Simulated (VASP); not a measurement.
Here is a VASP 6.6.1 calculation.

The input INCAR:

```
ALGO     = Normal         # electronic algorithm
EDIFF    = 1E-6           # SCF threshold, eV
ENCUT    = 520            # plane-wave cutoff, eV
GGA      = PE             # functional
ISIF     = 2              # what is computed and relaxed
ISMEAR   = 0              # smearing method
LASPH    = T              # aspherical terms in the spheres
LCHARG   = F              # write CHGCAR
LREAL    = F              # projectors in reciprocal space
LWAVE    = F              # write WAVECAR
NBANDS   = 34             # bands
NELM     = 100            # most SCF steps
PREC     = Accurate       # precision mode
SIGMA    = 0.1            # smearing width, eV
```

File KPOINTS:

```
k-points
0
Gamma
  12 12 4
```

File POSCAR:

```
NbInS4
1.0
    3.4944665164      0.0000000000      0.0000000000
   -1.7472332582      3.0262967759      0.0000000000
    0.0000000000      0.0000000000     12.9090997316
Nb In S
1 1 4
Direct
    0.0000000000      0.0000000000      0.0000000000
    0.0000000000      0.0000000000      0.5000000000
    0.6666666667      0.3333333333      0.6268738838
    0.6666666667      0.3333333333      0.1153327382
    0.3333333333      0.6666666667      0.8846672618
    0.3333333333      0.6666666667      0.3731261162
```

Potentials or basis: VASP PAW PBE potentials, release 64 (Nb_sv, In_d, S).

Command:

```bash
$ cat potpaw_PBE.64/Nb_sv/POTCAR potpaw_PBE.64/In_d/POTCAR potpaw_PBE.64/S/POTCAR > POTCAR
$ mpirun -np 1 vasp_std > vasp.out
```

(1) Estimate the pressure.

(2) Predict the largest force.

Answers

(1) -0.2 GPa.

(2) 0.024 eV/Å.

Caveat: this functional lacks dispersion, which binds layers or chains, so the pressure and a relaxed spacing across them are unreliable.
